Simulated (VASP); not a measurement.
# W (Im-3m) in VASP: further runs, part 2 of 3

VASP 6.6.1. The steps go on from the part before.

## Step 3: Single point, LDA (volume scaled by 0.6)

INCAR reads:

```
SYSTEM = W
PREC = Accurate
ENCUT = 520
EDIFF = 1E-6
ISMEAR = -1
SIGMA = 0.08
LREAL = .False.
LASPH = .True.
NELM = 100
ALGO = Normal
ISIF = 2
LWAVE = .False.
LCHARG = .False.
GGA = CA
NBANDS = 13
```

KPOINTS reads:

```
regular mesh
0
Gamma
  19 19 19
  0 0 0
```

POSCAR reads:

```
W
1.0
   -1.3220098550      1.3220098550      1.3220098550
    1.3220098550     -1.3220098550      1.3220098550
    1.3220098550      1.3220098550     -1.3220098550
W
1
Direct
    0.0000000000      0.0000000000      0.0000000000
```

Potentials or basis: VASP PAW LDA potentials, release 64 (W_sv).

Started as:

```console
cat potpaw_LDA.64/W_sv/POTCAR > POTCAR
mpirun -np 1 vasp_std > vasp.out
```

OUTCAR:

```text
SYSTEM = W
   PREC = Accurate
   ENCUT = 520
   EDIFF = 1E-6
   ISMEAR = -1
   LREAL = .False.
   LASPH = .True.
   NELM = 100
   ISIF = 2
   GGA = CA

 ion  position               nearest neighbor table
   1  0.000  0.000  0.000-

  LATTYP: Found a body centered cubic cell.
 ALAT       =     2.6440197100

  Lattice vectors:

 A1 = (  -1.3220098550,   1.3220098550,   1.3220098550)
 A2 = (   1.3220098550,  -1.3220098550,   1.3220098550)
 A3 = (   1.3220098550,   1.3220098550,  -1.3220098550)

Analysis of symmetry for initial positions (statically):
=====================================================================
 Subroutine PRICEL returns:
 Original cell was already a primitive cell.

 Routine SETGRP: Setting up the symmetry group for a
 body centered cubic supercell.

 Subroutine GETGRP returns: Found 48 space group operations
 (whereof 48 operations were pure point group operations)
 out of a pool of 48 trial point group operations.

The static configuration has the point symmetry O_h .

Analysis of symmetry for dynamics (positions and initial velocities):
=====================================================================
 Subroutine PRICEL returns:
 Original cell was already a primitive cell.

 Routine SETGRP: Setting up the symmetry group for a
 body centered cubic supercell.

 Subroutine GETGRP returns: Found 48 space group operations
 (whereof 48 operations were pure point group operations)
 out of a pool of 48 trial point group operations.

The dynamic configuration has the point symmetry O_h .

 Subroutine INISYM returns: Found 48 space group operations
 (whereof 48 operations are pure point group operations),
 and found     1 'primitive' translations

----------------------------------------------------------------------------------------

                                     Primitive cell

  volume of cell :       9.2420

  direct lattice vectors                    reciprocal lattice vectors
    -1.322009855  1.322009855  1.322009855     0.000000000  0.378212007  0.378212007
     1.322009855 -1.322009855  1.322009855     0.378212007  0.000000000  0.378212007
     1.322009855  1.322009855 -1.322009855     0.378212007  0.378212007  0.000000000

  length of vectors
     2.289788237  2.289788237  2.289788237     0.534872549  0.534872549  0.534872549

  position of ions in fractional coordinates (direct lattice)
     0.000000000  0.000000000  0.000000000

  ion indices of the primitive-cell ions
   primitive index   ion index
                 1           1

----------------------------------------------------------------------------------------

 KPOINTS: regular mesh

Automatic generation of k-mesh.
 Grid dimensions read from file:
 generate k-points for:   19   19   19

 Generating k-lattice:

  Cartesian coordinates                     Fractional coordinates (reciprocal lattice)
     0.000000000  0.019905895  0.019905895     0.052631579  0.000000000  0.000000000
     0.019905895  0.000000000  0.019905895     0.000000000  0.052631579  0.000000000
     0.019905895  0.019905895  0.000000000     0.000000000  0.000000000  0.052631579

  Length of vectors
     0.028151187  0.028151187  0.028151187

  Shift w.r.t. Gamma in fractional coordinates (k-lattice)
     0.000000000  0.000000000  0.000000000

 Subroutine IBZKPT returns following result:
 ===========================================

 Found    220 irreducible k-points:

 Following reciprocal coordinates:
            Coordinates               Weight
  0.000000  0.000000  0.000000      1.000000
  0.052632  0.000000  0.000000     12.000000
  0.105263  0.000000  0.000000     12.000000
  0.157895  0.000000  0.000000     12.000000
  0.210526  0.000000  0.000000     12.000000
  0.263158  0.000000  0.000000     12.000000
[... 16 lines left out ...]
  0.263158  0.105263  0.000000     48.000000
  0.315789  0.105263 -0.000000     48.000000
 [... further k-points ...]
   k-points           NKPTS =    220   k-points in BZ     NKDIM =    220   number of bands    NBANDS=     13
   number of dos      NEDOS =    301   number of ions     NIONS =      1
   total plane-waves  NPLWV =   5832
   dimension x,y,z NGX =    18 NGY =   18 NGZ =   18
   dimension x,y,z NGXF=    36 NGYF=   36 NGZF=   36
   ions per type =               1
   NGX,Y,Z   is equivalent  to a cutoff of  13.07, 13.07, 13.07 a.u.
   NGXF,Y,Z  is equivalent  to a cutoff of  26.14, 26.14, 26.14 a.u.
 SYSTEM =  W
   PREC   = accura    normal or accurate (medium, high low for compatibility)
   ISTART =      0    job   : 0-new  1-cont  2-samecut
   ICHARG =      2    charge: 1-file 2-atom 10-const
   ISPIN  =      1    spin polarized calculation?
   LNONCOLLINEAR =      F non collinear calculations
   LSORBIT =      F    spin-orbit coupling
   LASPH  =      T    aspherical Exc in radial PAW
   ENCUT  =  520.0 eV  38.22 Ry    6.18 a.u.   4.26  4.26  4.26*2*pi/ulx,y,z
   NELM   =    100;   NELMIN=  2; NELMDL= -5     # of ELM steps
   EDIFF  = 0.1E-05   stopping-criterion for ELM
   LREAL  =      F    real-space projection
   EDIFFG = 0.1E-04   stopping-criterion for IOM
   NSW    =      0    number of steps for IOM
   IBRION =     -1    ionic relax: 0-MD 1-quasi-New 2-CG
   NFREE  =      0    steps in history (QN), initial steepest desc. (CG)
   ISIF   =      2    stress and relaxation
   ISYM   =      2    0-nonsym 1-usesym 2-fastsym
   POTIM  = 0.5000    time-step for ionic-motion
   TEBEG  =    0.0;   TEEND  =   0.0 temperature during run
   PSTRESS=    0.0 pullay stress
   NELECT =      14.0000    total number of electrons
   NUPDOWN=      -1.0000    fix difference up-down
   EMIN   =  10.00;   EMAX   =-10.00  energy-range for DOS
   EFERMI =   0.00;   METHOD = LEGACY
   ISMEAR =    -1;   SIGMA  =   0.08  broadening in eV -4-tet -1-fermi 0-gaus
   EFERMI_NEDOS =   21; number of points for ismear=-14 and -15
   IALGO  =     38    algorithm
   IMIX   =      4    mixing-type and parameters
     AMIX     =   0.40;   BMIX     =  1.00
     AMIX_MAG =   1.60;   BMIX_MAG =  1.00
  volume/ion in A,a.u.               =       9.24        62.37
  Fermi-wavevector in a.u.,A,eV,Ry     =   1.880166  3.552998 48.096915  3.535024
  Thomas-Fermi vector in A             =   2.923829
   LORBIT       =      0    0 simple, 1 ext, 2 COOP (PROOUT), +10 PAW based schemes
   GGA     = CA    functional components
   LHFCALC =     F    Hartree Fock is set to
   AEXX    =    0.0000 exact exchange contribution
   IVDW    =     0    specifies the selected vdW correction
   LEPSILON=     F    determine dielectric tensor
   LRPA    =     F    only Hartree local field effects (RPA)
 non-spin polarized calculation
  energy-cutoff  :      520.00
  volume of cell :        9.24
 maximum number of plane-waves:       257
 NGX is ok and might be reduce to    18
   NGX =  9   NGY =  9   NGZ =  9

 number of electron      13.9999997 magnetization

 Free energy of the ion-electron system (eV)
  ---------------------------------------------------
  ext. energy  EPLUGINS =         0.00000000
  ---------------------------------------------------
  free energy    TOTEN  =        -7.83291937 eV

  energy without entropy =       -7.82200880  energy(sigma->0) =       -7.82746409

 E-fermi :  21.5249     XC(G=0): -17.1172

 val. band max:       21.5103229476   @ k =  -0.2105   0.2105   0.1579
 cond. band min:      21.5255622673   @ k =  -0.2632   0.3158   0.1053
 fundamental gap:      0.0152393198
 Fermi energy:        21.5249144268

 k-point     1 :       0.0000    0.0000    0.0000
  band No.  band energies     occupation
      1     -53.3328      2.00000
      2     -14.7130      2.00000
      3     -14.7130      2.00000
      4     -14.7130      2.00000
      5       9.6647      2.00000
      6      18.2870      2.00000
      7      18.2870      2.00000
      8      18.2870      2.00000
      9      24.3965      0.00000
     10      24.3965      0.00000
     11      36.3526      0.00000
     12      36.3526      0.00000
     13      36.3526      0.00000
[... 353 lines left out ...]
 k-point    24 :       0.3158    0.1053   -0.0000
  band No.  band energies     occupation
      1     -52.2882      2.00000
      2     -20.0403      2.00000
      3     -16.5839      2.00000
      4     -15.1110      2.00000
      5      11.8591      2.00000
      6      14.5683      2.00000
      7      20.9852      1.99765
      8      24.5004      0.00000
      9      26.8108      0.00000
     10      30.9138      0.00000
     11      37.3378      0.00000
     12      43.9093      0.00000
     13      49.2919      0.00000

 [... further k-points ...]

------------------------ aborting loop because EDIFF is reached ----------------------------------------

  FORCE on cell =-STRESS in cart. coord.  units (eV):
  Direction    XX          YY          ZZ          XY          YZ          ZX
  --------------------------------------------------------------------------------------
  -------------------------------------------------------------------------------------
  Total       28.6754436     28.6754436     28.6754436      0.0000000      0.0000000      0.0000000
  in kB     4971.1476063   4971.1476063   4971.1476063      0.0000000      0.0000000      0.0000000
  external PRESSURE =    4971.1476063 kB  Pullay stress =       0.0000000 kB

 VOLUME and BASIS-vectors are now :
 -----------------------------------------------------------------------------
  energy-cutoff  :      520.00
  volume of cell :        9.24
      direct lattice vectors                 reciprocal lattice vectors
    -1.322009855  1.322009855  1.322009855     0.000000000  0.378212007  0.378212007
     1.322009855 -1.322009855  1.322009855     0.378212007  0.000000000  0.378212007
     1.322009855  1.322009855 -1.322009855     0.378212007  0.378212007  0.000000000

 POSITION                                       TOTAL-FORCE (eV/Angst)
 -----------------------------------------------------------------------------------
      0.00000      0.00000      0.00000        -0.000000     -0.000000     -0.000000
 -----------------------------------------------------------------------------------
    total drift:                                0.000000     -0.000000      0.000000

  FREE ENERGIE OF THE ION-ELECTRON SYSTEM (eV)
  ---------------------------------------------------
  free  energy   TOTEN  =        -7.8329193683 eV

  energy  without entropy=       -7.8220088040  energy(sigma->0) =       -7.82746409
```

OSZICAR:

```text
N       E                     dE             d eps       ncg     rms          rms(c)
DAV:   1     0.835099798247E+02    0.83510E+02   -0.72612E+03  5841   0.132E+03
DAV:   2    -0.718640825045E+01   -0.90696E+02   -0.87168E+02  6295   0.329E+02
DAV:   3    -0.836475250191E+01   -0.11783E+01   -0.11767E+01  6370   0.359E+01
DAV:   4    -0.836679250994E+01   -0.20400E-02   -0.20400E-02  6605   0.164E+00
DAV:   5    -0.836679880074E+01   -0.62908E-05   -0.62908E-05  6380   0.856E-02    0.566E+01
DAV:   6    -0.800273450625E+01    0.36406E+00   -0.64577E-02  6030   0.353E+00    0.307E+01
DAV:   7    -0.783429272219E+01    0.16844E+00   -0.74305E-02  6125   0.360E+00    0.519E-01
DAV:   8    -0.783289631816E+01    0.13964E-02   -0.24879E-03  6335   0.748E-01    0.481E-02
DAV:   9    -0.783290911235E+01   -0.12794E-04   -0.85707E-05  6660   0.137E-01    0.163E-02
DAV:  10    -0.783291928713E+01   -0.10175E-04   -0.37721E-06  6180   0.236E-02    0.960E-03
DAV:  11    -0.783291936830E+01   -0.81167E-07   -0.27930E-08  3320   0.187E-03
   1 F= -.78329194E+01 E0= -.78274641E+01  d E =-.109106E-01
```

stdout:

```text
POSCAR found type information on POSCAR W
 POSCAR found :  1 types and       1 ions
 scaLAPACK will be used
 LDA part: xc-table for (Slater(with rela. corr.)+CA(PZ))
 , standard interpolation
 POSCAR, INCAR and KPOINTS ok, starting setup
 FFT: planning ... GRIDC
 FFT: planning ... GRID_SOFT
 FFT: planning ... GRID
 WAVECAR not read
 entering main loop
```

Run time: 32 s. Hardware: 1 thread of AMD EPYC 7R13 (Zen 3), shared host; peak memory 0.1 GiB.

Results:

| Item | Value |
| --- | --- |
| Free energy | -7.8329 eV |
| Pressure | 497.1 GPa |
| Band gap on the k mesh | zero (band 7 reaches 30.59 eV, above the bottom of band 8 at 18.29 eV) |

Caveat: spin-orbit coupling is left out, which moves the levels of the heavy elements.

(Part 2 of 3 ends here.)
